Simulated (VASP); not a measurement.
Input of a VASP 6.6.1 run:

The input INCAR:

```
ALGO     = Normal         # electronic algorithm
DIPOL    = 0.5 0.5 0.337
EDIFF    = 1E-6           # SCF threshold, eV
ENCUT    = 520            # plane-wave cutoff, eV
GGA      = PE             # functional
GGA_COMPAT= F            
IDIPOL   = 3            
ISIF     = 2              # what is computed and relaxed
ISMEAR   = 0              # smearing method
LASPH    = T              # aspherical terms in the spheres
LCHARG   = T              # write CHGCAR
LDIPOL   = T            
LELF     = T              # ELF
LREAL    = F              # projectors in reciprocal space
LVACPOTAV= T            
LVHAR    = T            
LWAVE    = F              # write WAVECAR
NBANDS   = 28             # bands
NELM     = 120            # most SCF steps
NELMDL   = -8           
PREC     = Accurate       # precision mode
SIGMA    = 0.1            # smearing width, eV
```

KPOINTS

```
k-points
0
Gamma
  9 3 1
```

POSCAR

```
Al9O
1.0
    2.8535431553      0.0000000000      0.0000000000
   -1.4267715776      9.7014842380      0.0000000000
    0.0000000000      0.0000000000     20.2903703519
Al O
9 1
Direct
    0.5324432082      0.0648864163      0.1971378506
    0.6709612116      0.3419224231      0.2462112388
    0.2986648122      0.5973296244      0.2560259164
    0.9263684129      0.8527368258      0.2658405940
    0.0639544186      0.1277109169      0.3154271774
    0.1995835202      0.4042231294      0.3707799915
    0.8288001075      0.6596656514      0.3785021758
    0.4526153831      0.9110819252      0.3874246337
    0.5924854486      0.1814072004      0.4332286794
    0.5924854486      0.1814072004      0.5152070839
```

Potentials or basis: VASP PAW PBE potentials, release 64 (Al, O).

Launch:

```console
$ cat potpaw_PBE.64/Al/POTCAR potpaw_PBE.64/O/POTCAR > POTCAR
$ mpirun -np 1 vasp_std > vasp.out
```

(1) What does it give for the largest force?

(2) Estimate the band gap on the k mesh.

## Answers

(1) 0.379 eV/Å.

(2) zero (an odd number of electrons rules out a gap without spin polarisation).
